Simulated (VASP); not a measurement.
A run of VASP 6.6.1:

File INCAR:

```
SYSTEM = ZnS
PREC = Accurate ; ENCUT = 520
EDIFF = 1E-8 ; ISMEAR = 0
SIGMA = 0.01 ; LREAL = .FALSE.
LASPH = .TRUE. ; NELM = 80
ALGO = Normal ; ISIF = 2
LWAVE = .FALSE. ; LCHARG = .TRUE.
GGA = PS ; NBANDS = 16
IBRION = 8 ; NSW = 1
LEPSILON = .TRUE.
```

File KPOINTS:

```
Automatic mesh
0
G
  10 10 10
  0 0 0
```

File POSCAR:

```
ZnS
1.0
    0.0000000000      2.5567047329      2.5567047329
    2.5567047329      0.0000000000      2.5567047329
    2.5567047329      2.5567047329      0.0000000000
Zn S
1 1
Direct
    0.0000000000      0.0000000000      0.0000000000
    0.7500000000      0.7500000000      0.7500000000
```

Potentials or basis: VASP PAW PBE potentials, release 64 (Zn, S).

Run with:

```sh
$ cat potpaw_PBE.64/Zn/POTCAR potpaw_PBE.64/S/POTCAR > POTCAR
$ mpirun -np 1 vasp_std > vasp.out
```

Hardware: 1 thread of Intel(R) Xeon(R) Platinum 8559C (Emerald Rapids) (shared host).

Task: Estimate the wall time of this run.

Result: Wall time 6.1 min on 1 thread of Intel(R) Xeon(R) Platinum 8559C (Emerald Rapids), with other jobs on the host, peak memory 0.34 GiB. Counts: scf iterations 146, k points 47.
